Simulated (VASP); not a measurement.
A run of VASP 6.6.1 is set up as follows.

INCAR

```
SYSTEM = TiCo
PREC = Accurate
ENCUT = 520
EDIFF = 1E-6
ISMEAR = -1
SIGMA = 0.05
LREAL = .FALSE.
LASPH = .TRUE.
NELM = 150
ALGO = Normal
ISIF = 2
LWAVE = .FALSE.
LCHARG = .FALSE.
ISPIN = 2
MAGMOM = 2 1
LORBIT = 11
LMAXMIX = 4
GGA = PS
NBANDS = 22
```

The input KPOINTS:

```
regular mesh
0
G
  9 9 9
  0 0 0
```

Contents of POSCAR:

```
TiCo
1.0
    2.9379525435      0.0000000000      0.0000000000
    0.0000000000      2.9379525435      0.0000000000
    0.0000000000      0.0000000000      2.9379525435
Co Ti
1 1
Direct
    0.5000000000      0.5000000000      0.5000000000
    0.0000000000      0.0000000000      0.0000000000
```

Potentials or basis: VASP PAW PBE potentials, release 64 (Co, Ti_sv).

Launch:

```console
$ cat potpaw_PBE.64/Co/POTCAR potpaw_PBE.64/Ti_sv/POTCAR > POTCAR
$ mpirun -np 1 vasp_std > vasp.out
```

Question: Predict the pressure.

Answer: -0.5 GPa.

Question: What does it give for the site moments?

Answer: Co +0.62; Ti -0.02 μB.

Question: What does it give for the net moment?

Answer: 0.57 μB per cell.

Caveat: the PAW data sets were made with another functional, which shifts forces and pressure a little.
